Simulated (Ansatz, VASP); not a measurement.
**Two plane-wave programs on SrTiO3**

The input INCAR:

```
PREC = Accurate ; ENCUT = 520
EDIFF = 1E-6 ; ISMEAR = 0
SIGMA = 0.05 ; LREAL = F
LASPH = T ; NELM = 80
ALGO = Normal ; ISIF = 2
LWAVE = F ; LCHARG = F
GGA = PE ; NBANDS = 28
```

File KPOINTS:

```
Automatic mesh
0
Gamma
  8 8 8
```

POSCAR

```
SrTiO3
1.0
    3.8905502681      0.0000000000      0.0000000000
    0.0000000000      3.8905502681      0.0000000000
    0.0000000000      0.0000000000      4.0281277780
Sr Ti O
1 1 3
Direct
    0.0027341017      0.0000000000      0.0000000000
    0.5129076915      0.5000000000      0.5000000000
   -0.0195101656      0.5000000000      0.5000000000
    0.4829592060      0.0000000000      0.5000000000
    0.4829592060      0.5000000000      0.0000000000
```

Input for Ansatz:

```yaml
crystal:
  lattice:
    - [3.8905502681, 0.0, 0.0]
    - [0.0, 3.8905502681, 0.0]
    - [0.0, 0.0, 4.028127778]
  atoms:
    - { symbol: Sr, position: [0.0027341017, 0.0, 0.0] }
    - { symbol: Ti, position: [0.5129076915, 0.5, 0.5] }
    - { symbol: O, position: [-0.0195101656, 0.5, 0.5] }
    - { symbol: O, position: [0.482959206, 0.0, 0.5] }
    - { symbol: O, position: [0.482959206, 0.5, 0.0] }
basis:
  ecutwfc: 520.0
kpoints:
  mp_grid: { grid: [8, 8, 8] }
hamiltonian:
  xc: pbe
  pseudopotentials: { kind: paw, azcp: { folder: soft_1 } }
scf:
  occupations: { method: gaussian, width: 0.05 }
output:
  forces: true
  stress: true
  eigenvalues: true
```

Change from the starting cell: mode 1 frozen in at -0.077 Å, strain +e along z and -e/2 along x and y +0.0233.

Alike in both runs: task single point; functional PBE; k mesh 8 × 8 × 8; occupations gaussian, width 0.05 eV; no spin polarisation.

```csv
,VASP,Ansatz
version,VASP 6.6.1,Ansatz 0.2.0
potentials or method,"VASP PAW PBE potentials, release 64 (Sr_sv, Ti_sv, O), cutoff 520 eV","scalar-relativistic, plane waves, PAW"
valence electrons in the cell,40,40
```

```tsv
	VASP	Ansatz	Ansatz less VASP
gap on the k mesh at the Fermi level (eV)	1.87	1.91	+0.037
least direct gap on the mesh (eV)	2.36	2.38	+0.022
pressure (GPa)	2.2	1.6	-0.62
traceless stress, the component that is largest in VASP (GPa)	-5.74	-5.63	+0.111
rms of the force components (eV/Å)	0.175	0.153	-0.0223
```

Atom by atom the forces differ by 0.023 eV/Å (rms over components).
